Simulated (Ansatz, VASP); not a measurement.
GaSb5 in VASP and in Ansatz

Contents of INCAR:

```
SYSTEM = GaSb5
PREC     = Accurate       ! precision mode
ENCUT    = 520            ! plane-wave cutoff, eV
EDIFF    = 1E-6           ! SCF threshold, eV
ISMEAR   = 0              ! smearing method
SIGMA    = 0.1            ! smearing width, eV
LREAL    = .FALSE.        ! projectors in reciprocal space
LASPH    = .TRUE.         ! aspherical terms in the spheres
NELM     = 100            ! most SCF steps
ALGO     = Normal         ! electronic algorithm
ISIF     = 2              ! what is computed and relaxed
LWAVE    = .FALSE.        ! write WAVECAR
LCHARG   = .FALSE.        ! write CHGCAR
GGA      = PE             ! functional
NBANDS   = 28             ! bands
```

File KPOINTS:

```
regular mesh
0
G
  6 6 1
  0 0 0
```

POSCAR

```
GaSb5
1.0
    3.6449767500      0.0000000000      0.0000000000
   -1.8224883700      3.1566424600      0.0000000000
    0.0000000000      0.0000000000     18.4191268800
Ga Sb
1 5
Direct
    0.0000000000      0.0000000000      0.0000000000
    0.6666666700      0.3333333300      0.8349520000
    0.0000000000      0.0000000000      0.6673210300
    0.6666666700      0.3333333300      0.5000000000
    0.0000000000      0.0000000000      0.3326789700
    0.6666666700      0.3333333300      0.1650480000
```

Input for Ansatz:

```yaml
crystal:
  lattice:
    - [3.64497675, 0.0, 0.0]
    - [-1.82248837, 3.15664246, 0.0]
    - [0.0, 0.0, 18.41912688]
  atoms:
    - { symbol: Ga, position: [0.0, 0.0, 0.0] }
    - { symbol: Sb, position: [0.66666667, 0.33333333, 0.834952] }
    - { symbol: Sb, position: [0.0, 0.0, 0.66732103] }
    - { symbol: Sb, position: [0.66666667, 0.33333333, 0.5] }
    - { symbol: Sb, position: [0.0, 0.0, 0.33267897] }
    - { symbol: Sb, position: [0.66666667, 0.33333333, 0.165048] }
basis:
  ecutwfc: 420
kpoints:
  mp_grid: { grid: [6, 6, 1] }
hamiltonian:
  xc: pbe
scf:
  occupations: { method: gaussian, width: 0.1 }
  lower_state_search: "off"
output:
  forces: true
  stress: true
  eigenvalues: true
```

Change from the starting cell: species swapped into the Mg5Cd type (P-6m2, No. 187).

Alike in both runs: task single point; functional PBE; k mesh 6 × 6 × 1; occupations gaussian, width 0.1 eV; no spin polarisation.

```csv
,VASP,Ansatz
version,VASP 6.6.1,Ansatz 0.2.0
potentials or method,"VASP PAW PBE potentials, release 64 (Ga_d, Sb), cutoff 520 eV","scalar-relativistic, plane waves, PAW"
valence electrons in the cell,38,88
```

```tsv
	VASP	Ansatz	Ansatz less VASP
gap on the k mesh at the Fermi level (eV)	none	none	-
pressure (GPa)	-8.4	-8.4	+0.06
traceless stress, the component that is largest in VASP (GPa)	0.83	0.82	-0.007
rms of the force components (eV/Å)	0.045	0.044	-0.0013
```

Atom by atom the forces differ by 0.001 eV/Å (rms over components). A gap of «none» marks a metal or a gap that the smearing closes. VASP's potentials hold 38 valence electrons a cell and Ansatz's 88, so a difference there can come from the potentials and not from the codes.

Spin-orbit coupling is off throughout.
